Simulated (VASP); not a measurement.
# Si16C (a cell with a defect) in VASP: notebook

The runs below take Si16C (a cell with a defect) through single point, with PBEsol.

All numbers are computed with VASP 6.6.1; they aren't measurements. Logs are shortened: lines on timing, memory, paths and dates and some standing lists are left out, and cuts for length are marked.

### 1 The cell of the first run

The cell holds a defect, 17 atoms: a = 7.679 Å, b = 7.679 Å, c = 7.679 Å, α = 60.00°, β = 60.00°, γ = 60.00°.

### 2 Single point, PBEsol, collinear spin, ferromagnetic start

Input file INCAR:

```
SYSTEM = Si16C
PREC     = Accurate       ! precision mode
ENCUT    = 520            ! plane-wave cutoff, eV
EDIFF    = 1E-6           ! SCF threshold, eV
ISMEAR   = -1             ! smearing method
SIGMA    = 0.02           ! smearing width, eV
LREAL    = Auto         
LASPH    = .True.         ! aspherical terms in the spheres
NELM     = 150            ! most SCF steps
ALGO     = Normal         ! electronic algorithm
ISIF     = 2              ! what is computed and relaxed
LWAVE    = .False.        ! write WAVECAR
LCHARG   = .False.        ! write CHGCAR
ISPIN    = 2              ! spin polarisation
MAGMOM   = 0 0 0 0 0 0 0 0 0 0 0 0 0 0 0 0 1 ! initial moments
LORBIT   = 11             ! projections on sites
GGA      = PS             ! functional
NBANDS   = 52             ! bands
```

Input file KPOINTS:

```
Automatic mesh
0
Gamma
  2 2 2
  0 0 0
```

Input file POSCAR:

```
Si16C
1.0
    0.0000000000      5.4300000000      5.4300000000
    5.4300000000      0.0000000000      5.4300000000
    5.4300000000      5.4300000000      0.0000000000
Si C
16 1
Direct
   -0.0056077348     -0.0459208103      0.1753683241
    0.2224769797      0.3303775322      0.0769889503
    0.1867034991      0.0415653775      0.4591528545
    0.1555340700      0.3209668508      0.8451289134
   -0.0997053407      0.7505893186     -0.1145672192
    0.1186003683      0.6771823204      0.0582688766
    0.0026335175      0.3143278085      0.6601841621
    0.0591252302      0.7233241252      0.4799539595
    0.5029926335     -0.0684438306     -0.0171731123
    0.6095764273      0.1111233886      0.0982688766
    0.5277808471     -0.0634898711      0.6214456722
    0.7233425414      0.1650000000      0.5748342541
    0.5636556169      0.4302302026     -0.1494198895
    0.4486372007      0.6430939227      0.0664456722
    0.3622099448      0.3814917127      0.4303314917
    0.6502578269      0.5566850829      0.4924677716
    0.9693922652      0.9297421731      0.6052486188
```

Potentials or basis: VASP PAW PBE potentials, release 64 (Si, C).

The run is started by

```sh
$ cat potpaw_PBE.64/Si/POTCAR potpaw_PBE.64/C/POTCAR > POTCAR
$ mpirun -np 1 vasp_std > vasp.out
```

OUTCAR:

```text
SYSTEM = Si16C
   PREC = Accurate
   ENCUT = 520
   EDIFF = 1E-6
   ISMEAR = -1
   LREAL = Auto
   LASPH = .True.
   NELM = 150
   ISIF = 2
   ISPIN = 2
   LORBIT = 11
   GGA = PS

 ion  position               nearest neighbor table
   1  0.994  0.954  0.175-   8 2.23   6 2.29  10 2.83   4 3.02  14 3.05
   2  0.222  0.330  0.077-   4 2.13   6 2.31  13 2.57   3 2.63  10 2.63   9 2.93   5 3.10
   3  0.187  0.042  0.459-  17 1.84   7 2.62   2 2.63  12 2.94   8 2.97  11 3.03  10 3.12
   4  0.156  0.321  0.845-   2 2.13   7 2.28  15 2.66   5 2.96   9 2.98   8 3.01   1 3.02
   5  0.900  0.751  0.885-  17 1.85   6 2.33   9 2.51   8 2.80   4 2.96  12 3.00   2 3.10
   6  0.119  0.677  0.058-   1 2.29   2 2.31   5 2.33  14 2.44  13 2.99
   7  0.003  0.314  0.660-   4 2.28  15 2.58   3 2.62  13 2.77   8 2.90  16 2.91
   8  0.059  0.723  0.480-  17 1.92   1 2.23  15 2.54   5 2.80   7 2.90   3 2.97   4 3.01
   9  0.503  0.932  0.983-  14 2.17   5 2.51  10 2.54  11 2.67  12 2.83   2 2.93   4 2.98
  10  0.610  0.111  0.098-  13 2.21   9 2.54   2 2.63   1 2.83   3 3.12
  11  0.528  0.937  0.621-  12 2.63   9 2.67  15 2.82  14 2.95   3 3.03  16 3.10
  12  0.723  0.165  0.575-  17 1.87  16 2.55  11 2.63   9 2.83  15 2.88   3 2.94   5 3.00  13 3.06

  13  0.564  0.430  0.851-  10 2.21  16 2.26  14 2.45   2 2.57   7 2.77   6 2.99  12 3.06
  14  0.449  0.643  0.066-   9 2.17   6 2.44  13 2.45  15 2.48  11 2.95   1 3.05
  15  0.362  0.381  0.430-  14 2.48   8 2.54   7 2.58   4 2.66  11 2.82  12 2.88
  16  0.650  0.557  0.492-  13 2.26  12 2.55   7 2.91  11 3.10
  17  0.969  0.930  0.605-   3 1.84   5 1.85  12 1.87   8 1.92

  LATTYP: Found a face centered cubic cell.
 ALAT       =    10.8600000000

  Lattice vectors:

 A1 = (   0.0000000000,   5.4300000000,   5.4300000000)
 A2 = (   5.4300000000,   0.0000000000,   5.4300000000)
 A3 = (   5.4300000000,   5.4300000000,   0.0000000000)

Analysis of symmetry for initial positions (statically):
=====================================================================
 Subroutine PRICEL returns:
 Original cell was already a primitive cell.

 Routine SETGRP: Setting up the symmetry group for a
 face centered cubic supercell.

 Subroutine GETGRP returns: Found  1 space group operations
 (whereof  1 operations were pure point group operations)
 out of a pool of 48 trial point group operations.

The static configuration has the point symmetry C_1 .

Analysis of symmetry for dynamics (positions and initial velocities):
=====================================================================
 Subroutine PRICEL returns:
 Original cell was already a primitive cell.

 Routine SETGRP: Setting up the symmetry group for a
 face centered cubic supercell.

 Subroutine GETGRP returns: Found  1 space group operations
 (whereof  1 operations were pure point group operations)
 out of a pool of 48 trial point group operations.

The dynamic configuration has the point symmetry C_1 .

Analysis of structural, dynamic, and magnetic symmetry:
=====================================================================
 Subroutine PRICEL returns:
 Original cell was already a primitive cell.

 Routine SETGRP: Setting up the symmetry group for a
 face centered cubic supercell.

 Subroutine GETGRP returns: Found  1 space group operations
 (whereof  1 operations were pure point group operations)
 out of a pool of 48 trial point group operations.

The overall configuration has the point symmetry C_1 .

 Subroutine INISYM returns: Found  1 space group operations
 (whereof  1 operations are pure point group operations),
 and found     1 'primitive' translations

----------------------------------------------------------------------------------------

                                     Primitive cell

  volume of cell :     320.2060

  direct lattice vectors                    reciprocal lattice vectors
     0.000000000  5.430000000  5.430000000    -0.092081031  0.092081031  0.092081031
     5.430000000  0.000000000  5.430000000     0.092081031 -0.092081031  0.092081031
     5.430000000  5.430000000  0.000000000     0.092081031  0.092081031 -0.092081031

  length of vectors
     7.679179644  7.679179644  7.679179644     0.159489025  0.159489025  0.159489025

  position of ions in fractional coordinates (direct lattice)
     0.994392265  0.954079190  0.175368324
     0.222476980  0.330377532  0.076988950
     0.186703499  0.041565377  0.459152854
     0.155534070  0.320966851  0.845128913
     0.900294659  0.750589319  0.885432781
     0.118600368  0.677182320  0.058268877
[... 9 lines left out ...]
     0.650257827  0.556685083  0.492467772
     0.969392265  0.929742173  0.605248619

  ion indices of the primitive-cell ions
   primitive index   ion index
                 1           1
                 2           2
                 3           3
                 4           4
                 5           5
                 6           6
[... 41 lines left out ...]
  0.500000  0.000000  0.000000      1.000000
  0.000000  0.500000  0.000000      1.000000
  0.000000  0.000000  0.500000      1.000000
  0.500000  0.500000  0.500000      1.000000
  0.500000  0.500000  0.000000      1.000000
  0.000000  0.500000  0.500000      1.000000
  0.500000  0.000000  0.500000      1.000000
   k-points           NKPTS =      8   k-points in BZ     NKDIM =      8   number of bands    NBANDS=     52
   number of dos      NEDOS =    301   number of ions     NIONS =     17
   total plane-waves  NPLWV = 216000
   dimension x,y,z NGX =    60 NGY =   60 NGZ =   60
   dimension x,y,z NGXF=   120 NGYF=  120 NGZF=  120
   ions per type =              16   1
   NGX,Y,Z   is equivalent  to a cutoff of  12.99, 12.99, 12.99 a.u.
   NGXF,Y,Z  is equivalent  to a cutoff of  25.98, 25.98, 25.98 a.u.
 SYSTEM =  Si16C
   PREC   = accura    normal or accurate (medium, high low for compatibility)
   ISTART =      0    job   : 0-new  1-cont  2-samecut
   ICHARG =      2    charge: 1-file 2-atom 10-const
   ISPIN  =      2    spin polarized calculation?
   LNONCOLLINEAR =      F non collinear calculations
   LSORBIT =      F    spin-orbit coupling
   LASPH  =      T    aspherical Exc in radial PAW
   ENCUT  =  520.0 eV  38.22 Ry    6.18 a.u.  14.28 14.28 14.28*2*pi/ulx,y,z
   NELM   =    150;   NELMIN=  2; NELMDL= -5     # of ELM steps
   EDIFF  = 0.1E-05   stopping-criterion for ELM
   LREAL  =      T    real-space projection
   EDIFFG = 0.1E-04   stopping-criterion for IOM
   NSW    =      0    number of steps for IOM
   IBRION =     -1    ionic relax: 0-MD 1-quasi-New 2-CG
   NFREE  =      0    steps in history (QN), initial steepest desc. (CG)
   ISIF   =      2    stress and relaxation
   ISYM   =      2    0-nonsym 1-usesym 2-fastsym
   POTIM  = 0.5000    time-step for ionic-motion
   TEBEG  =    0.0;   TEEND  =   0.0 temperature during run
   PSTRESS=    0.0 pullay stress
   NELECT =      68.0000    total number of electrons
   NUPDOWN=      -1.0000    fix difference up-down
   EMIN   =  10.00;   EMAX   =-10.00  energy-range for DOS
   EFERMI =   0.00;   METHOD = LEGACY
   ISMEAR =    -1;   SIGMA  =   0.02  broadening in eV -4-tet -1-fermi 0-gaus
   EFERMI_NEDOS =   21; number of points for ismear=-14 and -15
   IALGO  =     38    algorithm
   IMIX   =      4    mixing-type and parameters
     AMIX     =   0.40;   BMIX     =  1.00
     AMIX_MAG =   1.60;   BMIX_MAG =  1.00
  volume/ion in A,a.u.               =      18.84       127.11
  Fermi-wavevector in a.u.,A,eV,Ry     =   0.976715  1.845724 12.979587  0.953973
  Thomas-Fermi vector in A             =   2.107356
   LORBIT       =     11    0 simple, 1 ext, 2 COOP (PROOUT), +10 PAW based schemes
   GGA     = PS    functional components
   LHFCALC =     F    Hartree Fock is set to
   AEXX    =    0.0000 exact exchange contribution
   IVDW    =     0    specifies the selected vdW correction
   LEPSILON=     F    determine dielectric tensor
   LRPA    =     F    only Hartree local field effects (RPA)
 spin polarized calculation
  energy-cutoff  :      520.00
  volume of cell :      320.21
 maximum number of plane-waves:      8646
 NGX is ok and might be reduce to    60
   NGX = 29   NGY = 29   NGZ = 29

 number of electron      68.0000000 magnetization       0.0006142

 Free energy of the ion-electron system (eV)
  ---------------------------------------------------
  ext. energy  EPLUGINS =         0.00000000
  ---------------------------------------------------
  free energy    TOTEN  =       -89.57889844 eV

  energy without entropy =      -89.56643003  energy(sigma->0) =      -89.57266424

 E-fermi :   6.1998     XC(G=0):  -9.8490

 val. band max:        6.1342439123   @ k =   0.5000   0.0000   0.5000
 cond. band min:       6.2060032056   @ k =   0.0000   0.5000   0.5000
 fundamental gap:      0.0717592932
 Fermi energy:         6.1998064877

 spin component 1

 k-point     1 :       0.0000    0.0000    0.0000
  band No.  band energies     occupation
      1      -7.8057      1.00000
      2      -5.7742      1.00000
      3      -3.9995      1.00000
      4      -3.7968      1.00000
      5      -3.6125      1.00000
      6      -3.3050      1.00000
[... 381 lines left out ...]
     45       9.2622      0.00000
     46       9.3853      0.00000
 Fermi energy:         6.1998064877

 spin component 2

 k-point     1 :       0.0000    0.0000    0.0000
  band No.  band energies     occupation
      1      -7.8057      1.00000
      2      -5.7741      1.00000
      3      -3.9995      1.00000
      4      -3.7967      1.00000
      5      -3.6125      1.00000
      6      -3.3050      1.00000
[... 381 lines left out ...]
     45       9.2622      0.00000
     46       9.3854      0.00000
 [bands above 46 left out]

------------------------ aborting loop because EDIFF is reached ----------------------------------------

  FORCE on cell =-STRESS in cart. coord.  units (eV):
  Direction    XX          YY          ZZ          XY          YZ          ZX
  --------------------------------------------------------------------------------------
  -------------------------------------------------------------------------------------
  Total       -7.3636233     -1.0922589     -5.8739179      6.9157724     -0.9346514      1.1869391
  in kB      -36.8444993     -5.4652079    -29.3906352     34.6036406     -4.6766058      5.9389484
  external PRESSURE =     -23.9001141 kB  Pullay stress =       0.0000000 kB

 VOLUME and BASIS-vectors are now :
 -----------------------------------------------------------------------------
  energy-cutoff  :      520.00
  volume of cell :      320.21
      direct lattice vectors                 reciprocal lattice vectors
     0.000000000  5.430000000  5.430000000    -0.092081031  0.092081031  0.092081031
     5.430000000  0.000000000  5.430000000     0.092081031 -0.092081031  0.092081031
     5.430000000  5.430000000  0.000000000     0.092081031  0.092081031 -0.092081031

 POSITION                                       TOTAL-FORCE (eV/Angst)
 -----------------------------------------------------------------------------------
      6.13290      6.35180     10.58020         0.147844     -1.735741      0.476570
      2.21200      1.62610      3.00200         1.811907      3.169791     -0.379866
      2.71890      3.50700      1.23950         0.712856      0.642226      1.522837
      6.33190      5.43360      2.58740        -1.618630     -1.381944     -0.265966
      8.88360      9.69650      8.96430        -0.100149     -0.023573     -0.148736
      3.99350      0.96040      4.32110        -0.021592      0.084949      0.110419
[... 9 lines left out ...]
      5.69690      6.20500      6.55370        -0.958324     -0.137561      0.284763
      8.33500      8.55030     10.31230        -0.424425      0.311523      0.007509
 -----------------------------------------------------------------------------------
    total drift:                               -0.010218     -0.000354      0.003108

  FREE ENERGIE OF THE ION-ELECTRON SYSTEM (eV)
  ---------------------------------------------------
  free  energy   TOTEN  =       -89.5788984396 eV

  energy  without entropy=      -89.5664300323  energy(sigma->0) =      -89.57266424

 total charge

# of ion       s       p       d       tot
------------------------------------------
    1        0.846   0.757   0.000   1.603
    2        0.809   0.855   0.000   1.664
    3        0.824   0.735   0.000   1.559
    4        0.806   0.827   0.000   1.633
    5        0.816   0.804   0.000   1.619
    6        0.778   0.895   0.000   1.673
[... 9 lines left out ...]
   16        0.877   0.677   0.000   1.554
   17        0.875   1.636   0.000   2.511
--------------------------------------------------
tot         14.017  14.080   0.000  28.097

 magnetization (x)

# of ion       s       p       d       tot
------------------------------------------
    1        0.000   0.000   0.000   0.000
    2        0.000   0.000   0.000   0.000
    3        0.000   0.000   0.000   0.000
    4        0.000   0.000   0.000   0.000
    5        0.000   0.000   0.000   0.000
    6        0.000   0.000   0.000   0.000
[... 9 lines left out ...]
   16        0.000   0.000   0.000   0.000
   17       -0.000   0.000   0.000   0.000
--------------------------------------------------
tot          0.000   0.000   0.000   0.000
```

It took 14 min on 1 thread of Oxide Virtual Turin-like, shared host; peak memory 0.68 GiB.

Results:

* Free energy: -89.5789 eV
* Pressure: -2.4 GPa
* Largest force: 3.671 eV/Å
* Band gap on the k mesh: zero (filled and empty bands overlap)
* Net moment: 0.00 μB per cell
* Valence electrons inside the program's atomic spheres: Si 1.60, 1.66, 1.56, 1.63, 1.62, 1.67, 1.57, 1.58, 1.48, 1.64, 1.55; C 2.51

Forces on the atoms (eV/Å):
```
Si   0.148 -1.736  0.477
Si   1.812  3.170 -0.380
Si   0.713  0.642  1.523
Si  -1.619 -1.382 -0.266
Si  -0.100 -0.024 -0.149
Si  -0.022  0.085  0.110
Si  -0.707 -1.420 -0.096
Si  -0.036  0.815 -0.948
Si   1.056 -0.439  2.097
Si  -0.458  1.386 -1.113
Si   0.226 -0.634  0.431
Si   0.425 -0.456 -0.619
Si   0.503 -0.275  0.768
Si  -0.968 -0.073 -2.003
Si   0.410  0.165 -0.123
Si  -0.958 -0.138  0.285
C   -0.424  0.312  0.008
```

Stress tensor (GPa, compression positive):
```
-3.68  3.46  0.59
 3.46 -0.55 -0.47
 0.59 -0.47 -2.94
```

Caveat: the k points lie up to 0.50 Å⁻¹ apart; the PAW data sets were made with another functional, which shifts forces and pressure a little.

(Part 1 of 2 ends here.)
